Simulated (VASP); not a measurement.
Set up this calculation in VASP 6.6.1, as the native input.

```yaml
Task: single point
Functional: PBE
Potentials_or_basis: VASP PAW PBE potentials, release 64 (B, N)
Cutoff: 520 eV
k_mesh: 12 × 12 × 12
Occupations: gaussian, width 0.05 eV
Spin: no spin polarisation
Dipole_correction: no
Further_INCAR_settings: ALGO = Normal; EDIFF = 1e-06; NBANDS = 11
```

The structure of BN lies in POSCAR:

```
BN
1.0
    0.0000000000      1.6152815796      2.2840081536
    1.6152815796      0.0000000000      2.2840081536
    1.6152815796      1.6152815796      0.0000000000
B N
1 1
Direct
    0.0000000000      0.0000000000      0.0000000000
    0.7500000000      0.7500000000      0.7500000000
```

This cell differs from its parent crystal: ratio of the length along z to the lengths across it x 1.414, volume and fractional coordinates fixed.

These files were run (other wordings do the same):

INCAR

```
SYSTEM = BN
PREC = Accurate
ENCUT = 520
EDIFF = 1E-6
ISMEAR = 0
SIGMA = 0.05
LREAL = .False.
LASPH = .True.
NELM = 100
ALGO = Normal
ISIF = 2
LWAVE = .False.
LCHARG = .False.
GGA = PE
NBANDS = 11
```

KPOINTS

```
regular mesh
0
Gamma
  12 12 12
  0 0 0
```

Potentials or basis: VASP PAW PBE potentials, release 64 (B, N).

Command:

```bash
$ cat potpaw_PBE.64/B/POTCAR potpaw_PBE.64/N/POTCAR > POTCAR
$ mpirun -np 1 vasp_std > vasp.out
```

It gave:

The pressure is 4.4 GPa. The band gap on the k mesh is 0.86 eV, indirect (least direct gap 2.07 eV).

Run time: 6.2 s on 1 thread of Intel(R) Xeon(R) 6975P-C (Granite Rapids), on a shared host, peak memory 0.14 GiB.
